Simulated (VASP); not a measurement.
Set up this calculation in VASP 6.6.1, as the native input.

| Quantity | Value |
| --- | --- |
| Task | relaxation of cell and atoms |
| Functional | PBE |
| Potentials or basis | VASP PAW PBE potentials, release 64 (Na_sv, Mg_sv, Si) |
| Cutoff | 970 eV |
| k mesh | 6 × 6 × 4 |
| Occupations | gaussian, width 0.1 eV |
| Spin | no spin polarisation |
| Dipole correction | no |
| Mended | yes |
| Further INCAR settings | ALGO = Normal; EDIFF = 1e-07; IBRION = 2; EDIFFG = -0.04; NSW = 90; ISIF = 3 |

The structure of NaMg2Si2 lies in POSCAR:

```
NaMg2Si2
1.0
    4.8184381900      0.0000000000      0.0000000000
   -2.4092191000      4.1728898800      0.0000000000
    0.0000000000      0.0000000000      4.5525902200
Na Mg Si
1 2 2
Direct
    0.0000000000      0.0000000000      0.5000000000
    0.3333333300      0.6666666700      0.5000000000
    0.6666666700      0.3333333300      0.5000000000
    0.3333333300      0.6666666700      0.0000000000
    0.6666666700      0.3333333300      0.0000000000
```

The cell was built from a structure type or drawn by symmetry, and may not be a known phase.

These files were run (other wordings do the same):

INCAR

```
  PREC = Accurate
  ENCUT = 970
  EDIFF = 1E-7
  ISMEAR = 0
  SIGMA = 0.1
  LREAL = False
  LASPH = True
  NELM = 120
  ALGO = Normal
  ISIF = 3
  LWAVE = False
  LCHARG = False
  GGA = PE
  IBRION = 2
  NSW = 90
  EDIFFG = -0.04
  GGA_COMPAT = False
  NELMIN = 4
```

KPOINTS

```
regular mesh
0
Gamma
  6 6 4
```

Potentials or basis: VASP PAW PBE potentials, release 64 (Na_sv, Mg_sv, Si).

Launch:

```bash
$ cat potpaw_PBE.64/Na_sv/POTCAR potpaw_PBE.64/Mg_sv/POTCAR potpaw_PBE.64/Si/POTCAR > POTCAR
$ mpirun -np 1 vasp_std > vasp.out
```

It gave:

| Property | Result |
| --- | --- |
| Relaxed volume | 25.74 Å³/atom |
| Relaxed cell | a = 5.376 Å, b = 5.376 Å, c = 5.142 Å, α = 90.00°, β = 90.00°, γ = 120.00° |
| Space group after relaxing (to 0.1 Å) | P6/mmm (No. 191) |
| Energy gained by relaxing | 376.8 meV/atom |
| Ionic steps | 10 |
| Pressure after relaxing | -0.1 GPa |
| Band gap on the k mesh | zero (an odd number of electrons rules out a gap without spin polarisation) |

Caveat: the volume moved by over 15 % at a fixed basis, so the end points are rough.

It took 7.4 min on 1 thread of Intel(R) Xeon(R) 6975P-C (Granite Rapids), with other jobs on the host, peak memory 0.41 GiB.
